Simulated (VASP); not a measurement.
# HCCl3 (Pnma) in VASP: further runs

The runs below take HCCl3 through single point, with PBE+D3(BJ).

All numbers are computed with VASP 6.6.1; they aren't measurements. Logs are shortened: lines on timing, memory, paths and dates and some standing lists are left out, and cuts for length are marked.

## (1) The cell of the first run

The structure is orthorhombic, space group Pnma (No. 62). The conventional cell has a = 7.475 Å, b = 9.573 Å, c = 5.837 Å, α = 90.00°, β = 90.00°, γ = 90.00°. H (site symmetry m) has 1 C at 1.09 Å within 1.5 Å. C (site symmetry m) has 1 H at 1.09 Å within 1.5 Å. Cl (site symmetry 1) has 1 C at 1.78 Å and 1 H at 2.35 Å within 2.4 Å. Cl (site symmetry m) has 1 C at 1.78 Å and 1 H at 2.35 Å within 2.4 Å.

## (2) Single point, PBE+D3(BJ)

The input, INCAR:

```
SYSTEM = HCCl3
PREC     = Accurate       ! precision mode
ENCUT    = 520            ! plane-wave cutoff, eV
EDIFF    = 1E-7           ! SCF threshold, eV
ISMEAR   = 0              ! smearing method
SIGMA    = 0.02           ! smearing width, eV
LREAL    = Auto         
LASPH    = .True.         ! aspherical terms in the spheres
NELM     = 80             ! most SCF steps
ALGO     = Normal         ! electronic algorithm
ISIF     = 2              ! what is computed and relaxed
LWAVE    = .False.        ! write WAVECAR
LCHARG   = .False.        ! write CHGCAR
GGA      = PE             ! functional
IVDW     = 12             ! dispersion correction
NBANDS   = 68             ! bands
```

The input, KPOINTS:

```
Automatic mesh
0
Gamma
  4 2 4
  0 0 0
```

The input, POSCAR:

```
HCCl3
1.0
    7.4748807881      0.0000000000      0.0000000000
    0.0000000000      9.5727434548      0.0000000000
    0.0000000000      0.0000000000      5.8367346058
H C Cl
4 4 12
Direct
    0.5529313936      0.2500000000      0.0707475382
    0.9470686064      0.7500000000      0.5707475382
    0.0529313936      0.2500000000      0.4292524618
    0.4470686064      0.7500000000      0.9292524618
    0.4110654771      0.2500000000      0.0257336623
    0.0889345229      0.7500000000      0.5257336623
    0.9110654771      0.2500000000      0.4742663377
    0.5889345229      0.7500000000      0.9742663377
    0.3124638890      0.4022481188      0.1456068333
    0.1875361110      0.5977518812      0.6456068333
    0.8124638890      0.0977518812      0.3543931667
    0.6875361110      0.9022481188      0.8543931667
    0.6875361110      0.5977518812      0.8543931667
    0.8124638890      0.4022481188      0.3543931667
    0.1875361110      0.9022481188      0.6456068333
    0.3124638890      0.0977518812      0.1456068333
    0.3952894959      0.2500000000      0.7221637360
    0.1047105041      0.7500000000      0.2221637360
    0.8952894959      0.2500000000      0.7778362640
    0.6047105041      0.7500000000      0.2778362640
```

Potentials or basis: VASP PAW PBE potentials, release 64 (H, C, Cl).

Run with:

```console
cat potpaw_PBE.64/H/POTCAR potpaw_PBE.64/C/POTCAR potpaw_PBE.64/Cl/POTCAR > POTCAR
mpirun -np 1 vasp_std > vasp.out
```

OUTCAR:

```text
SYSTEM = HCCl3
   PREC = Accurate
   ENCUT = 520
   EDIFF = 1E-7
   ISMEAR = 0
   LREAL = Auto
   LASPH = .True.
   NELM = 80
   ISIF = 2
   GGA = PE
   IVDW = 12
 IVDW          = 12

 ion  position               nearest neighbor table
   1  0.553  0.250  0.071-   5 1.09
   2  0.947  0.750  0.571-   6 1.09
   3  0.053  0.250  0.429-   7 1.09
   4  0.447  0.750  0.929-   8 1.09
   5  0.411  0.250  0.026-   1 1.09  17 1.78  16 1.78   9 1.78
   6  0.089  0.750  0.526-   2 1.09  18 1.78  15 1.78  10 1.78
   7  0.911  0.250  0.474-   3 1.09  19 1.78  14 1.78  11 1.78
   8  0.589  0.750  0.974-   4 1.09  20 1.78  13 1.78  12 1.78
   9  0.312  0.402  0.146-   5 1.78
  10  0.188  0.598  0.646-   6 1.78
  11  0.812  0.098  0.354-   7 1.78
  12  0.688  0.902  0.854-   8 1.78
  13  0.688  0.598  0.854-   8 1.78
  14  0.812  0.402  0.354-   7 1.78
  15  0.188  0.902  0.646-   6 1.78
  16  0.312  0.098  0.146-   5 1.78
  17  0.395  0.250  0.722-   5 1.78
  18  0.105  0.750  0.222-   6 1.78
  19  0.895  0.250  0.778-   7 1.78
  20  0.605  0.750  0.278-   8 1.78

  LATTYP: Found a simple orthorhombic cell.
 ALAT       =     5.8367346058
 B/A-ratio  =     1.2806614131
 C/A-ratio  =     1.6400854418

  Lattice vectors:

 A1 = (   0.0000000000,   0.0000000000,   5.8367346058)
 A2 = (   7.4748807881,   0.0000000000,   0.0000000000)
 A3 = (   0.0000000000,   9.5727434548,   0.0000000000)

Analysis of symmetry for initial positions (statically):
=====================================================================
 Subroutine PRICEL returns:
 Original cell was already a primitive cell.

 Routine SETGRP: Setting up the symmetry group for a
 simple orthorhombic supercell.

 Subroutine GETGRP returns: Found  8 space group operations
 (whereof  2 operations were pure point group operations)
 out of a pool of  8 trial point group operations.

The static configuration has the point symmetry S_2 .
 The point group associated with its full space group is D_2h.

Analysis of symmetry for dynamics (positions and initial velocities):
=====================================================================
 Subroutine PRICEL returns:
 Original cell was already a primitive cell.

 Routine SETGRP: Setting up the symmetry group for a
 simple orthorhombic supercell.

 Subroutine GETGRP returns: Found  8 space group operations
 (whereof  2 operations were pure point group operations)
 out of a pool of  8 trial point group operations.

The dynamic configuration has the point symmetry S_2 .
 The point group associated with its full space group is D_2h.

 Subroutine INISYM returns: Found  8 space group operations
 (whereof  2 operations are pure point group operations),
 and found     1 'primitive' translations

----------------------------------------------------------------------------------------

                                     Primitive cell

  volume of cell :     417.6482

  direct lattice vectors                    reciprocal lattice vectors
     7.474880788  0.000000000  0.000000000     0.133781398  0.000000000  0.000000000
     0.000000000  9.572743455  0.000000000     0.000000000  0.104463261  0.000000000
     0.000000000  0.000000000  5.836734606     0.000000000  0.000000000  0.171328674

  length of vectors
     7.474880788  9.572743455  5.836734606     0.133781398  0.104463261  0.171328674

  position of ions in fractional coordinates (direct lattice)
     0.552931394  0.250000000  0.070747538
     0.947068606  0.750000000  0.570747538
     0.052931394  0.250000000  0.429252462
     0.447068606  0.750000000  0.929252462
     0.411065477  0.250000000  0.025733662
     0.088934523  0.750000000  0.525733662
[... 12 lines left out ...]
     0.895289496  0.250000000  0.777836264
     0.604710504  0.750000000  0.277836264

  ion indices of the primitive-cell ions
   primitive index   ion index
                 1           1
                 2           2
                 3           3
                 4           4
                 5           5
                 6           6
[... 12 lines left out ...]
                19          19
                20          20

----------------------------------------------------------------------------------------

 KPOINTS: Automatic mesh

Automatic generation of k-mesh.
 Grid dimensions read from file:
 generate k-points for:    4    2    4

 Generating k-lattice:

  Cartesian coordinates                     Fractional coordinates (reciprocal lattice)
     0.033445349  0.000000000  0.000000000     0.250000000  0.000000000  0.000000000
     0.000000000  0.052231631  0.000000000     0.000000000  0.500000000  0.000000000
     0.000000000  0.000000000  0.042832168     0.000000000  0.000000000  0.250000000

  Length of vectors
     0.033445349  0.052231631  0.042832168

  Shift w.r.t. Gamma in fractional coordinates (k-lattice)
     0.000000000  0.000000000  0.000000000

 Subroutine IBZKPT returns following result:
 ===========================================

 Found     18 irreducible k-points:

 Following reciprocal coordinates:
            Coordinates               Weight
  0.000000  0.000000  0.000000      1.000000
  0.250000  0.000000  0.000000      2.000000
  0.500000  0.000000  0.000000      1.000000
  0.000000  0.500000  0.000000      1.000000
  0.250000  0.500000  0.000000      2.000000
  0.500000  0.500000  0.000000      1.000000
[... 10 lines left out ...]
  0.250000  0.500000  0.500000      2.000000
  0.500000  0.500000  0.500000      1.000000
   k-points           NKPTS =     18   k-points in BZ     NKDIM =     18   number of bands    NBANDS=     68
   number of dos      NEDOS =    301   number of ions     NIONS =     20
   total plane-waves  NPLWV = 193536
   dimension x,y,z NGX =    56 NGY =   72 NGZ =   48
   dimension x,y,z NGXF=   112 NGYF=  144 NGZF=   96
   ions per type =               4   4  12
   NGX,Y,Z   is equivalent  to a cutoff of  12.45, 12.50, 13.67 a.u.
   NGXF,Y,Z  is equivalent  to a cutoff of  24.91, 25.01, 27.34 a.u.
 SYSTEM =  HCCl3
   PREC   = accura    normal or accurate (medium, high low for compatibility)
   ISTART =      0    job   : 0-new  1-cont  2-samecut
   ICHARG =      2    charge: 1-file 2-atom 10-const
   ISPIN  =      1    spin polarized calculation?
   LNONCOLLINEAR =      F non collinear calculations
   LSORBIT =      F    spin-orbit coupling
   LASPH  =      T    aspherical Exc in radial PAW
   ENCUT  =  520.0 eV  38.22 Ry    6.18 a.u.  13.90 17.80 10.85*2*pi/ulx,y,z
   NELM   =     80;   NELMIN=  2; NELMDL= -5     # of ELM steps
   EDIFF  = 0.1E-06   stopping-criterion for ELM
   LREAL  =      T    real-space projection
   EDIFFG = 0.1E-05   stopping-criterion for IOM
   NSW    =      0    number of steps for IOM
   IBRION =     -1    ionic relax: 0-MD 1-quasi-New 2-CG
   NFREE  =      0    steps in history (QN), initial steepest desc. (CG)
   ISIF   =      2    stress and relaxation
   ISYM   =      2    0-nonsym 1-usesym 2-fastsym
   POTIM  = 0.5000    time-step for ionic-motion
   TEBEG  =    0.0;   TEEND  =   0.0 temperature during run
   PSTRESS=    0.0 pullay stress
   NELECT =     104.0000    total number of electrons
   NUPDOWN=      -1.0000    fix difference up-down
   EMIN   =  10.00;   EMAX   =-10.00  energy-range for DOS
   EFERMI =   0.00;   METHOD = LEGACY
   ISMEAR =     0;   SIGMA  =   0.02  broadening in eV -4-tet -1-fermi 0-gaus
   EFERMI_NEDOS =   21; number of points for ismear=-14 and -15
   IALGO  =     38    algorithm
   IMIX   =      4    mixing-type and parameters
     AMIX     =   0.40;   BMIX     =  1.00
     AMIX_MAG =   1.60;   BMIX_MAG =  1.00
  volume/ion in A,a.u.               =      20.88       140.92
  Fermi-wavevector in a.u.,A,eV,Ry     =   1.029949  1.946321 14.432992  1.060795
  Thomas-Fermi vector in A             =   2.164022
   LORBIT       =      0    0 simple, 1 ext, 2 COOP (PROOUT), +10 PAW based schemes
   GGA     = PE    functional components
   LHFCALC =     F    Hartree Fock is set to
   AEXX    =    0.0000 exact exchange contribution
   IVDW    =    12    specifies the selected vdW correction
   LEPSILON=     F    determine dielectric tensor
   LRPA    =     F    only Hartree local field effects (RPA)
 non-spin polarized calculation
 Gauss-broadening in eV      SIGMA  =   0.02
  energy-cutoff  :      520.00
  volume of cell :      417.65
 maximum number of plane-waves:     11276
 NGX is ok and might be reduce to    56
   NGX = 27   NGY = 35   NGZ = 21

 number of electron     103.9999976 magnetization

 Free energy of the ion-electron system (eV)
  ---------------------------------------------------
  ext. energy  EPLUGINS =         0.00000000
  ---------------------------------------------------
  free energy    TOTEN  =       -76.78998247 eV

  energy without entropy =      -76.78998247  energy(sigma->0) =      -76.78998247

 E-fermi :  -0.8535     XC(G=0):  -7.7705

 val. band max:       -0.9565477382   @ k =   0.0000   0.0000   0.2500
 cond. band min:       3.8159843870   @ k =   0.0000   0.0000   0.2500
 fundamental gap:      4.7725321252
 Fermi energy:        -0.8535437494

 k-point     1 :       0.0000    0.0000    0.0000
  band No.  band energies     occupation
      1     -17.5221      2.00000
      2     -17.4220      2.00000
      3     -17.3757      2.00000
      4     -17.3552      2.00000
      5     -15.0086      2.00000
      6     -14.9059      2.00000
[... 56 lines left out ...]
     63       5.8227      0.00000
     64       5.9553      0.00000

 k-point     2 :       0.2500    0.0000    0.0000
  band No.  band energies     occupation
      1     -17.5034      2.00000
      2     -17.4101      2.00000
      3     -17.4032      2.00000
      4     -17.3595      2.00000
      5     -14.9918      2.00000
      6     -14.8980      2.00000
[... 56 lines left out ...]
     63       5.8399      0.00000
     64       5.9354      0.00000

 k-point     3 :       0.5000    0.0000    0.0000
  band No.  band energies     occupation
      1     -17.4561      2.00000
      2     -17.4561      2.00000
      3     -17.3827      2.00000
      4     -17.3827      2.00000
      5     -14.9484      2.00000
      6     -14.9484      2.00000
[... 994 lines left out ...]
     63       5.8784      0.00000
     64       5.8784      0.00000

 k-point    18 :       0.5000    0.5000    0.5000
  band No.  band energies     occupation
      1     -17.3893      2.00000
      2     -17.3893      2.00000
      3     -17.3893      2.00000
      4     -17.3893      2.00000
      5     -14.9471      2.00000
      6     -14.9471      2.00000
[... 56 lines left out ...]
     63       5.8368      0.00000
     64       5.8368      0.00000
 [bands above 64 left out]

------------------------ aborting loop because EDIFF is reached ----------------------------------------

 Edisp (eV)   -2.32353

 E8    (eV) :    -0.7393

  FORCE on cell =-STRESS in cart. coord.  units (eV):
  Direction    XX          YY          ZZ          XY          YZ          ZX
  --------------------------------------------------------------------------------------
  -------------------------------------------------------------------------------------
  Total      -0.40724    -1.17090    -1.14567     0.00000     0.00000     0.00000
  in kB      -1.56226    -4.49178    -4.39499     0.00000     0.00000     0.00000
  external pressure =       -3.48 kB  Pullay stress =        0.00 kB

 VOLUME and BASIS-vectors are now :
 -----------------------------------------------------------------------------
  energy-cutoff  :      520.00
  volume of cell :      417.65
      direct lattice vectors                 reciprocal lattice vectors
     7.474880788  0.000000000  0.000000000     0.133781398  0.000000000  0.000000000
     0.000000000  9.572743455  0.000000000     0.000000000  0.104463261  0.000000000
     0.000000000  0.000000000  5.836734606     0.000000000  0.000000000  0.171328674

 POSITION                                       TOTAL-FORCE (eV/Angst)
 -----------------------------------------------------------------------------------
      4.13310      2.39319      0.41293         0.014875      0.000000      0.003515
      7.07922      7.17956      3.33130        -0.014875      0.000000      0.003515
      0.39566      2.39319      2.50543         0.014875      0.000000     -0.003515
      3.34178      7.17956      5.42380        -0.014875      0.000000     -0.003515
      3.07267      2.39319      0.15020        -0.100210      0.000000     -0.027964
      0.66477      7.17956      3.06857         0.100210      0.000000     -0.027964
[... 12 lines left out ...]
      6.69218      2.39319      4.54002         0.004693      0.000000     -0.099970
      4.52014      7.17956      1.62166        -0.004693      0.000000     -0.099970
 -----------------------------------------------------------------------------------
    total drift:                               -0.000000      0.000000     -0.000000

  FREE ENERGIE OF THE ION-ELECTRON SYSTEM (eV)
  ---------------------------------------------------
  free  energy   TOTEN  =       -79.1135111720 eV

  energy  without entropy=      -79.1135111720  energy(sigma->0) =      -79.11351117
```

Run time: 5.9 min. Hardware: 1 thread of Intel Xeon 6975P-C (Granite Rapids), shared host; peak memory 0.6 GiB.

What came out:

```
Free energy                : -79.1135 eV
Pressure                   : -0.3 GPa
Largest force              : 0.104 eV/Å
Band gap on the k mesh     : 4.77 eV
Dispersion energy per atom : -0.116 eV
```

Forces on the atoms (eV/Å):
```
H    0.015  0.000  0.004
H   -0.015  0.000  0.004
H    0.015  0.000 -0.004
H   -0.015  0.000 -0.004
C   -0.100  0.000 -0.028
C    0.100  0.000 -0.028
C   -0.100  0.000  0.028
C    0.100  0.000  0.028
Cl   0.041 -0.084 -0.042
Cl  -0.041  0.084 -0.042
Cl   0.041  0.084  0.042
Cl  -0.041 -0.084  0.042
Cl  -0.041  0.084  0.042
Cl   0.041 -0.084  0.042
Cl  -0.041 -0.084 -0.042
Cl   0.041  0.084 -0.042
Cl   0.005  0.000  0.100
Cl  -0.005  0.000  0.100
Cl   0.005  0.000 -0.100
Cl  -0.005  0.000 -0.100
```

A k mesh can miss the band edges.

## (3) Single point, PBE+D3(BJ)

This run uses another cell than the first one, of 20.98 Å³/atom.

The input, INCAR:

```
  PREC = Accurate
  ENCUT = 520
  EDIFF = 1E-6
  ISMEAR = 0
  SIGMA = 0.1
  LREAL = Auto
  LASPH = T
  NELM = 100
  ALGO = Normal
  ISIF = 2
  LWAVE = F
  LCHARG = T
  GGA = PE
  IVDW = 12
  LELF = T
  LVHAR = T
  NBANDS = 68
```

The input, KPOINTS:

```
Automatic mesh
0
Gamma
  4 2 4
```

The input, POSCAR:

```
HCCl3
1.0
    7.5315589365      0.0000000000      0.0000000000
    0.0000000000      9.5573949183      0.0000000000
    0.0000000000      0.0000000000      5.8296830326
H C Cl
4 4 12
Direct
    0.5524551306      0.2500000000      0.0732546249
    0.9475448694      0.7500000000      0.5732546249
    0.0524551306      0.2500000000      0.4267453751
    0.4475448694      0.7500000000      0.9267453751
    0.4116428490      0.2500000000      0.0283332744
    0.0883571510      0.7500000000      0.5283332744
    0.9116428490      0.2500000000      0.4716667256
    0.5883571510      0.7500000000      0.9716667256
    0.3138109024      0.4025379851      0.1483942131
    0.1861890976      0.5974620149      0.6483942131
    0.8138109024      0.0974620149      0.3516057869
    0.6861890976      0.9025379851      0.8516057869
    0.6861890976      0.5974620149      0.8516057869
    0.8138109024      0.4025379851      0.3516057869
    0.1861890976      0.9025379851      0.6483942131
    0.3138109024      0.0974620149      0.1483942131
    0.3956704610      0.2500000000      0.7243100772
    0.1043295390      0.7500000000      0.2243100772
    0.8956704610      0.2500000000      0.7756899228
    0.6043295390      0.7500000000      0.2756899228
```

Potentials or basis: VASP PAW PBE potentials, release 64 (H, C, Cl).

Run with:

```console
cat potpaw_PBE.64/H/POTCAR potpaw_PBE.64/C/POTCAR potpaw_PBE.64/Cl/POTCAR > POTCAR
mpirun -np 1 vasp_std > vasp.out
```

Wall time 5.1 min (1 thread of Intel Xeon 6975P-C (Granite Rapids), shared host); peak memory 0.61 GiB.

The run converged. Its results:

```
Free energy                : -79.1121 eV
Pressure                   : -0.4 GPa
Largest force              : 0.114 eV/Å
Band gap on the k mesh     : 4.78 eV
Dispersion energy per atom : -0.115 eV
```

Forces in eV/Å, atoms in the order of the input:
```
H    0.018  0.000  0.004
H   -0.018  0.000  0.004
H    0.018  0.000 -0.004
H   -0.018  0.000 -0.004
C   -0.108  0.000 -0.027
C    0.108  0.000 -0.027
C   -0.108  0.000  0.027
C    0.108  0.000  0.027
Cl   0.045 -0.091 -0.045
Cl  -0.045  0.091 -0.045
Cl   0.045  0.091  0.045
Cl  -0.045 -0.091  0.045
Cl  -0.045  0.091  0.045
Cl   0.045 -0.091  0.045
Cl  -0.045 -0.091 -0.045
Cl   0.045  0.091 -0.045
Cl   0.006  0.000  0.114
Cl  -0.006  0.000  0.114
Cl   0.006  0.000 -0.114
Cl  -0.006  0.000 -0.114
```

Stress tensor (GPa, compression positive):
```
-0.22  0.00  0.00
 0.00 -0.49  0.00
 0.00  0.00 -0.48
```

Levels at points of the mesh, in eV from the valence-band top:
| k point | band 49 | band 50 | band 51 | band 52 | band 53 | band 54 | band 55 | band 56 |
| --- | --- | --- | --- | --- | --- | --- | --- | --- |
| (0.00, 0.00, 0.00) | -0.26 | -0.23 | -0.15 | -0.04 | 4.93 | 5.20 | 5.42 | 5.58 |
| (0.50, 0.00, 0.00) | -0.27 | -0.27 | -0.08 | -0.08 | 5.05 | 5.05 | 5.48 | 5.48 |
| (0.00, 0.50, 0.00) | -0.27 | -0.27 | -0.20 | -0.20 | 5.24 | 5.24 | 5.30 | 5.30 |
| (0.50, 0.50, 0.00) | -0.18 | -0.18 | -0.18 | -0.18 | 5.26 | 5.26 | 5.26 | 5.26 |
| (0.00, 0.00, 0.50) | -0.13 | -0.13 | -0.08 | -0.08 | 4.82 | 4.82 | 5.11 | 5.11 |
| (0.50, 0.00, 0.50) | -0.14 | -0.14 | -0.09 | -0.09 | 4.93 | 4.93 | 4.98 | 4.98 |
| (0.00, 0.50, 0.50) | -0.10 | -0.10 | -0.09 | -0.09 | 4.90 | 4.90 | 5.14 | 5.14 |
| (0.50, 0.50, 0.50) | -0.11 | -0.11 | -0.11 | -0.11 | 5.02 | 5.02 | 5.02 | 5.02 |

A k mesh can miss the band edges. A hybrid or GW would open this gap; PBE tends to underestimate it.
